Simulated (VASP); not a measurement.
HfB:

```
Hf B
1.0
     4.11140    0.00000    0.00000
    -2.05570    3.56057    0.00000
     0.00000    0.00000    3.90839
Hf B
2 2
Direct
  0.33333 0.66667 0.24421
  0.66667 0.33333 0.24421
  0.33333 0.66667 0.73847
  0.66667 0.33333 0.73847
```

```yaml
Program: VASP 6.6.1
Task: relaxation of cell and atoms
Functional: PBE
Potentials_or_basis: VASP PAW PBE potentials, release 64 (Hf_pv, B)
Cutoff: 600 eV
k_mesh: 6 × 6 × 4
Occupations: gaussian, width 0.1 eV
Spin: no spin polarisation
```

At the start: pressure 57.1 GPa; volume 14.30 Å³/atom.

How do energy, volume and symmetry change on relaxing?

Over 11 steps the energy falls by 1188.6 meV/atom and the volume is 22.50 Å³/atom (+57.3 %); space group P6/mmm (No. 191, to 0.05 Å).

Step by step:
```csv
step,energy change (eV),largest force (eV/Å),pressure (GPa),volume (Å³)
1,0.0000,0.9949,57.13,57.21
2,-1.8325,0.2325,-8.14,107.09
3,-4.2664,0.3492,3.63,78.72
4,-4.2807,0.3853,5.01,77.53
5,-4.2814,0.4047,5.88,76.84
6,-4.6949,0.1234,1.09,85.52
7,-4.7447,0.1252,-1.06,92.77
8,-4.7512,0.0583,-0.63,90.91
9,-4.7511,0.0482,-0.61,90.62
10,-4.7514,0.0012,0.71,89.40
11,-4.7542,0.0261,0.09,90.00
```

Final structure:
```
CELL_PARAMETERS angstrom
4.70874 0.00000 0.00000
-2.35437 4.07789 0.00000
0.00000 0.00000 4.68707
ATOMIC_POSITIONS crystal
Hf 0.33333 0.66667 0.24161
Hf 0.66667 0.33333 0.24161
B 0.33333 0.66667 0.74107
B 0.66667 0.33333 0.74107
```

Caveat: the k points lie up to 0.34 Å⁻¹ apart in the final cell; the volume moved by over 15 % at a fixed basis, so the end points are rough.
